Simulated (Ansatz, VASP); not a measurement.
# CdF2 in VASP and in Ansatz

File INCAR:

```
SYSTEM = CdF2
PREC = Accurate ; ENCUT = 520
EDIFF = 1E-6 ; ISMEAR = 0
SIGMA = 0.05 ; LREAL = .FALSE.
LASPH = .TRUE. ; NELM = 80
ALGO = Normal ; ISIF = 2
LWAVE = .FALSE. ; LCHARG = .FALSE.
GGA = PE ; NBANDS = 20
```

KPOINTS

```
Automatic mesh
0
G
  8 8 8
  0 0 0
```

The input POSCAR:

```
CdF2
1.0
   -0.8517573833      2.3423328041      2.3423328041
    2.3423328041     -0.8517573833      2.3423328041
    2.3423328041      2.3423328041     -0.8517573833
Cd F
1 2
Direct
    0.0000000000      0.0000000000      0.0000000000
    0.2500000000      0.2500000000      0.2500000000
    0.7500000000      0.7500000000      0.7500000000
```

Input for Ansatz:

```yaml
crystal:
  lattice:
    - [-0.8517573833, 2.3423328041, 2.3423328041]
    - [2.3423328041, -0.8517573833, 2.3423328041]
    - [2.3423328041, 2.3423328041, -0.8517573833]
  atoms:
    - { symbol: Cd, position: [0.0, 0.0, 0.0] }
    - { symbol: F, position: [0.25, 0.25, 0.25] }
    - { symbol: F, position: [0.75, 0.75, 0.75] }
basis:
  ecutwfc: 420
kpoints:
  mp_grid: { grid: [8, 8, 8] }
hamiltonian:
  xc: pbe
scf:
  occupations: { method: gaussian, width: 0.05 }
output:
  forces: true
  stress: true
  eigenvalues: true
```

Alike in both runs: task single point; functional PBE; k mesh 8 × 8 × 8; occupations gaussian, width 0.05 eV; no spin polarisation.

|  | VASP | Ansatz |
| --- | --- | --- |
| version | VASP 6.6.1 | Ansatz 0.2.0 |
| potentials or method | VASP PAW PBE potentials, release 64 (Cd, F), cutoff 520 eV | scalar-relativistic, plane waves, PAW |
| valence electrons in the cell | 26 | 34 |

```tsv
	VASP	Ansatz	Ansatz less VASP
gap on the k mesh at the Fermi level (eV)	4.73	4.75	+0.021
least direct gap on the mesh (eV)	5.47	5.49	+0.018
rms of the force components (eV/Å)	6.906	6.187	-0.7190
```

Atom by atom the forces differ by 0.719 eV/Å (rms over components). VASP's potentials hold 26 valence electrons a cell and Ansatz's 34, so a difference there can come from the potentials and not from the codes.
